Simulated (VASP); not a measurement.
# SiC8 in VASP: single point with PBE+D3(BJ)

Aim: the single point of SiC8 with PBE+D3(BJ).

All numbers are computed with VASP 6.6.1; they aren't measurements. Logs are shortened: lines on timing, memory, paths and dates and some standing lists are left out, and cuts for length are marked.

### Step 1. The cell of the first run

The cell holds a slab with vacuum, 9 atoms: a = 4.931 Å, b = 4.931 Å, c = 17.400 Å, α = 90.00°, β = 90.00°, γ = 120.00°.

### Step 2. Single point, PBE+D3(BJ), collinear spin

The input, INCAR:

```
ALGO = Normal ; DIPOL = 0.5 0.5 0.252
EDIFF = 1E-6 ; ENCUT = 520
GGA = PE ; IDIPOL = 3
ISIF = 2 ; ISMEAR = 0
ISPIN = 2 ; IVDW = 12
LASPH = True ; LCHARG = False
LDIPOL = True ; LORBIT = 11
LREAL = False ; LWAVE = False
MAGMOM = 0 0 0 0 0 0 0 0 2 ; NBANDS = 32
NELM = 150 ; PREC = Accurate
SIGMA = 0.1
```

The input, KPOINTS:

```
k-points
0
Gamma
  6 6 1
```

The input, POSCAR:

```
SiC8
1.0
    4.9313048819      0.0000000000      0.0000000000
   -2.4656524409      4.2706353015      0.0000000000
    0.0000000000      0.0000000000     17.4000331942
C Si
8 1
Direct
    0.3333333333      0.1666666667      0.2298865266
    0.3333333333      0.6666666667      0.2298865266
    0.8333333333      0.1666666667      0.2298865266
    0.8333333333      0.6666666667      0.2298865266
    0.1666666667      0.3333333333      0.2298846189
    0.1666666667      0.8333333333      0.2298846189
    0.6666666667      0.3333333333      0.2298846189
    0.6666666667      0.8333333333      0.2298846189
    0.3333333333      0.2500000000      0.4252884527
```

Potentials or basis: VASP PAW PBE potentials, release 64 (C, Si).

Run with:

```bash
$ cat potpaw_PBE.64/C/POTCAR potpaw_PBE.64/Si/POTCAR > POTCAR
$ mpirun -np 1 vasp_std > vasp.out
```

OUTCAR:

```text
EDIFF = 1E-6
   ENCUT = 520
   GGA = PE
   ISIF = 2
   ISMEAR = 0
   ISPIN = 2
   IVDW = 12
   LASPH = True
   LORBIT = 11
   LREAL = False
   NELM = 150
   PREC = Accurate
 IVDW          = 12

 ion  position               nearest neighbor table
   1  0.333  0.167  0.230-   5 1.42   6 1.42   7 1.42
   2  0.333  0.667  0.230-   6 1.42   5 1.42   8 1.42
   3  0.833  0.167  0.230-   7 1.42   8 1.42   5 1.42
   4  0.833  0.667  0.230-   8 1.42   7 1.42   6 1.42
   5  0.167  0.333  0.230-   1 1.42   2 1.42   3 1.42
   6  0.167  0.833  0.230-   2 1.42   1 1.42   4 1.42
   7  0.667  0.333  0.230-   3 1.42   4 1.42   1 1.42
   8  0.667  0.833  0.230-   4 1.42   3 1.42   2 1.42
   9  0.333  0.250  0.425-

  LATTYP: Found a hexagonal cell.
 ALAT       =     4.9313048819
 C/A-ratio  =     3.5284845717

  Lattice vectors:

 A1 = (   4.9313048819,   0.0000000000,   0.0000000000)
 A2 = (  -2.4656524409,   4.2706353015,   0.0000000000)
 A3 = (   0.0000000000,   0.0000000000,  17.4000331942)

Analysis of symmetry for initial positions (statically):
=====================================================================
 Subroutine PRICEL returns:
 Original cell was already a primitive cell.

 Routine SETGRP: Setting up the symmetry group for a
 hexagonal supercell.

 Subroutine GETGRP returns: Found  1 space group operations
 (whereof  1 operations were pure point group operations)
 out of a pool of 24 trial point group operations.

The static configuration has the point symmetry C_1 .

Analysis of symmetry for dynamics (positions and initial velocities):
=====================================================================
 Subroutine PRICEL returns:
 Original cell was already a primitive cell.

 Routine SETGRP: Setting up the symmetry group for a
 hexagonal supercell.

 Subroutine GETGRP returns: Found  1 space group operations
 (whereof  1 operations were pure point group operations)
 out of a pool of 24 trial point group operations.

The dynamic configuration has the point symmetry C_1 .

Analysis of structural, dynamic, and magnetic symmetry:
=====================================================================
 Subroutine PRICEL returns:
 Original cell was already a primitive cell.

 Routine SETGRP: Setting up the symmetry group for a
 hexagonal supercell.

 Subroutine GETGRP returns: Found  1 space group operations
 (whereof  1 operations were pure point group operations)
 out of a pool of 24 trial point group operations.

The overall configuration has the point symmetry C_1 .

 Subroutine INISYM returns: Found  1 space group operations
 (whereof  1 operations are pure point group operations),
 and found     1 'primitive' translations

----------------------------------------------------------------------------------------

                                     Primitive cell

  volume of cell :     366.4413

  direct lattice vectors                    reciprocal lattice vectors
     4.931304882  0.000000000  0.000000000     0.202786083  0.117078599  0.000000000
    -2.465652441  4.270635301  0.000000000     0.000000000  0.234157199  0.000000000
     0.000000000  0.000000000 17.400033194     0.000000000  0.000000000  0.057471155

  length of vectors
     4.931304882  4.931304882 17.400033194     0.234157199  0.234157199  0.057471155

  position of ions in fractional coordinates (direct lattice)
     0.333333333  0.166666667  0.229886527
     0.333333333  0.666666667  0.229886527
     0.833333333  0.166666667  0.229886527
     0.833333333  0.666666667  0.229886527
     0.166666667  0.333333333  0.229884619
     0.166666667  0.833333333  0.229884619
     0.666666667  0.333333333  0.229884619
     0.666666667  0.833333333  0.229884619
     0.333333333  0.250000000  0.425288453
[... 66 lines left out ...]
   ions per type =               8   1
   NGX,Y,Z   is equivalent  to a cutoff of  13.48, 13.48, 13.38 a.u.
   NGXF,Y,Z  is equivalent  to a cutoff of  26.97, 26.97, 26.75 a.u.
 SYSTEM =  unknown system
   PREC   = accura    normal or accurate (medium, high low for compatibility)
   ISTART =      0    job   : 0-new  1-cont  2-samecut
   ICHARG =      2    charge: 1-file 2-atom 10-const
   ISPIN  =      2    spin polarized calculation?
   LNONCOLLINEAR =      F non collinear calculations
   LSORBIT =      F    spin-orbit coupling
   LASPH  =      T    aspherical Exc in radial PAW
   ENCUT  =  520.0 eV  38.22 Ry    6.18 a.u.   9.17  9.17 32.35*2*pi/ulx,y,z
   NELM   =    150;   NELMIN=  2; NELMDL= -5     # of ELM steps
   EDIFF  = 0.1E-05   stopping-criterion for ELM
   LREAL  =      F    real-space projection
   EDIFFG = 0.1E-04   stopping-criterion for IOM
   NSW    =      0    number of steps for IOM
   IBRION =     -1    ionic relax: 0-MD 1-quasi-New 2-CG
   NFREE  =      0    steps in history (QN), initial steepest desc. (CG)
   ISIF   =      2    stress and relaxation
   ISYM   =      2    0-nonsym 1-usesym 2-fastsym
   POTIM  = 0.5000    time-step for ionic-motion
   TEBEG  =    0.0;   TEEND  =   0.0 temperature during run
   PSTRESS=    0.0 pullay stress
   NELECT =      36.0000    total number of electrons
   NUPDOWN=      -1.0000    fix difference up-down
   EMIN   =  10.00;   EMAX   =-10.00  energy-range for DOS
   EFERMI =   0.00;   METHOD = LEGACY
   ISMEAR =     0;   SIGMA  =   0.10  broadening in eV -4-tet -1-fermi 0-gaus
   EFERMI_NEDOS =   21; number of points for ismear=-14 and -15
   IALGO  =     38    algorithm
   IMIX   =      4    mixing-type and parameters
     AMIX     =   0.40;   BMIX     =  1.00
     AMIX_MAG =   1.60;   BMIX_MAG =  1.00
  volume/ion in A,a.u.               =      40.72       274.76
  Fermi-wavevector in a.u.,A,eV,Ry     =   0.755395  1.427490  7.763781  0.570622
  Thomas-Fermi vector in A             =   1.853280
   LORBIT       =     11    0 simple, 1 ext, 2 COOP (PROOUT), +10 PAW based schemes
   GGA     = PE    functional components
   LHFCALC =     F    Hartree Fock is set to
   AEXX    =    0.0000 exact exchange contribution
   IVDW    =    12    specifies the selected vdW correction
   LEPSILON=     F    determine dielectric tensor
   LRPA    =     F    only Hartree local field effects (RPA)
 spin polarized calculation
 Gauss-broadening in eV      SIGMA  =   0.10
  energy-cutoff  :      520.00
  volume of cell :      366.44
 maximum number of plane-waves:      9900
 NGX is ok and might be reduce to    40
   NGX = 19   NGY = 19   NGZ = 65

 dipolmoment           0.000000      0.000000     -0.010048 electrons x Angstroem

 number of electron      35.9999997 magnetization       1.9699808

 dipolmoment           0.000000      0.000000      0.041038 electrons x Angstroem

 Free energy of the ion-electron system (eV)
  ---------------------------------------------------
  ext. energy  EPLUGINS =         0.00000000
  ---------------------------------------------------
  free energy    TOTEN  =       -74.91302296 eV

  energy without entropy =      -74.88388568  energy(sigma->0) =      -74.89845432

 E-fermi :  -2.0080     XC(G=0):  -3.5042

 val. band max:       -2.0085249158   @ k =  -0.3333   0.5000   0.0000
 cond. band min:      -2.0048395297   @ k =   0.5000   0.3333   0.0000
 fundamental gap:      0.0036853860
 Fermi energy:        -2.0080074706

 spin component 1

 k-point     1 :       0.0000    0.0000    0.0000
  band No.  band energies     occupation
      1     -21.5372      1.00000
      2     -16.3007      1.00000
      3     -16.2932      1.00000
      4     -16.2887      1.00000
      5     -15.2542      1.00000
      6     -15.2526      1.00000
[... 649 lines left out ...]
     29       4.3703      0.00000
     30       4.6770      0.00000
 Fermi energy:        -2.0080074706

 spin component 2

 k-point     1 :       0.0000    0.0000    0.0000
  band No.  band energies     occupation
      1     -21.5344      1.00000
      2     -16.2994      1.00000
      3     -16.2902      1.00000
      4     -16.2837      1.00000
      5     -15.2514      1.00000
      6     -15.2499      1.00000
[... 649 lines left out ...]
     29       4.6549      0.00000
     30       5.3160      0.00000
 [bands above 30 left out]

------------------------ aborting loop because EDIFF is reached ----------------------------------------

 vacuum level on the upper side and lower side of the slab       (xc-potential included)        -0.086        -0.367

 Edisp (eV)   -0.96013

 E8    (eV) :    -0.3088

  FORCE on cell =-STRESS in cart. coord.  units (eV):
  Direction    XX          YY          ZZ          XY          YZ          ZX
  --------------------------------------------------------------------------------------
  -------------------------------------------------------------------------------------
  Total      -0.54703    -0.53571    -0.18996     0.00660     0.02917     0.00255
  in kB      -2.39176    -2.34226    -0.83056     0.02887     0.12753     0.01115
  external pressure =       -1.85 kB  Pullay stress =        0.00 kB

 VOLUME and BASIS-vectors are now :
 -----------------------------------------------------------------------------
  energy-cutoff  :      520.00
  volume of cell :      366.44
      direct lattice vectors                 reciprocal lattice vectors
     4.931304882  0.000000000  0.000000000     0.202786083  0.117078599  0.000000000
    -2.465652441  4.270635301  0.000000000     0.000000000  0.234157199  0.000000000
     0.000000000  0.000000000 17.400033194     0.000000000  0.000000000  0.057471155

 POSITION                                       TOTAL-FORCE (eV/Angst)
 -----------------------------------------------------------------------------------
      1.23283      0.71177      4.00003         0.014875     -0.023913      0.059748
     -0.00000      2.84709      4.00003        -0.016949      0.022817     -0.006687
      3.69848      0.71177      4.00003        -0.017576      0.010385     -0.020849
      2.46565      2.84709      4.00003        -0.000959      0.009975      0.008495
      0.00000      1.42355      4.00000        -0.063202      0.022332      0.006978
     -1.23283      3.55886      4.00000         0.011538     -0.055551     -0.025830
      2.46565      1.42355      4.00000         0.065416      0.012967     -0.011840
      1.23283      3.55886      4.00000         0.006089     -0.007630      0.030043
      1.02736      1.06766      7.40003         0.000769      0.008617     -0.040059
 -----------------------------------------------------------------------------------
    total drift:                                0.000004      0.000042     -0.000107

  FREE ENERGIE OF THE ION-ELECTRON SYSTEM (eV)
  ---------------------------------------------------
  free  energy   TOTEN  =       -75.8731490430 eV

  energy  without entropy=      -75.8440117610  energy(sigma->0) =      -75.85858040

 vacuum level on the upper side and lower side of the slab         2.258         2.014

 total charge

# of ion       s       p       d       tot
------------------------------------------
    1        0.864   1.784   0.000   2.648
    2        0.863   1.786   0.000   2.649
    3        0.863   1.787   0.000   2.650
    4        0.863   1.786   0.000   2.649
    5        0.863   1.785   0.000   2.649
    6        0.863   1.787   0.000   2.650
    7        0.863   1.786   0.000   2.649
    8        0.863   1.786   0.000   2.649
    9        0.952   0.551   0.000   1.503
--------------------------------------------------
tot          7.856  14.839   0.000  22.695

 magnetization (x)

# of ion       s       p       d       tot
------------------------------------------
    1        0.001  -0.002   0.000  -0.002
    2        0.000   0.001   0.000   0.001
    3        0.000   0.001   0.000   0.002
    4        0.000   0.000   0.000   0.001
    5        0.001   0.001   0.000   0.001
    6        0.000   0.002   0.000   0.003
    7        0.000   0.002   0.000   0.002
    8        0.000   0.001   0.000   0.001
    9        0.007   0.545   0.000   0.552
--------------------------------------------------
tot          0.010   0.551   0.000   0.561
```

Run time: 14 min. Hardware: 1 thread of Intel Xeon Platinum 8488C (Sapphire Rapids), shared host; peak memory 0.87 GiB.

Results:

* Free energy: -75.8731 eV
* Largest force: 0.068 eV/Å
* Band gap on the k mesh: zero (filled and empty bands overlap)
* Net moment: 1.97 μB per cell
* Site moments: C -0.00, +0.00 (each value once); Si +0.55 μB
* Valence electrons inside the program's atomic spheres: C 2.65; Si 1.50
* Dispersion energy per atom: -0.107 eV

Forces on the atoms (eV/Å):
```
C    0.015 -0.024  0.060
C   -0.017  0.023 -0.007
C   -0.018  0.010 -0.021
C   -0.001  0.010  0.008
C   -0.063  0.022  0.007
C    0.012 -0.056 -0.026
C    0.065  0.013 -0.012
C    0.006 -0.008  0.030
Si   0.001  0.009 -0.040
```

Levels at points of the mesh, in eV from the Fermi level:
Spin up:
```tsv
k point	band 17	band 18	band 19	band 20	band 21	band 22
(0.00, 0.00, 0.00)	-2.37	-0.35	0.36	0.41	1.67	1.69
(0.50, 0.00, 0.00)	-2.77	-0.89	-0.01	0.16	2.80	2.81
(0.00, 0.50, 0.00)	-2.78	-0.89	-0.01	0.16	2.80	2.81
(0.50, 0.50, 0.00)	-2.77	-0.88	0.00	0.15	2.80	2.80
```
Spin down:
| k point | band 14 | band 15 | band 16 | band 17 | band 18 | band 19 | band 20 | band 21 |
| --- | --- | --- | --- | --- | --- | --- | --- | --- |
| (0.00, 0.00, 0.00) | -3.05 | -2.40 | -2.38 | -2.36 | 1.14 | 1.51 | 1.56 | 1.72 |
| (0.50, 0.00, 0.00) | -5.06 | -5.05 | -2.76 | -2.75 | 0.48 | 1.65 | 1.72 | 2.81 |
| (0.00, 0.50, 0.00) | -5.06 | -5.05 | -2.76 | -2.76 | 0.48 | 1.66 | 1.71 | 2.82 |
| (0.50, 0.50, 0.00) | -5.06 | -5.05 | -2.77 | -2.75 | 0.47 | 1.66 | 1.73 | 2.80 |

Caveat: a moment this small can come from the mesh or the smearing.
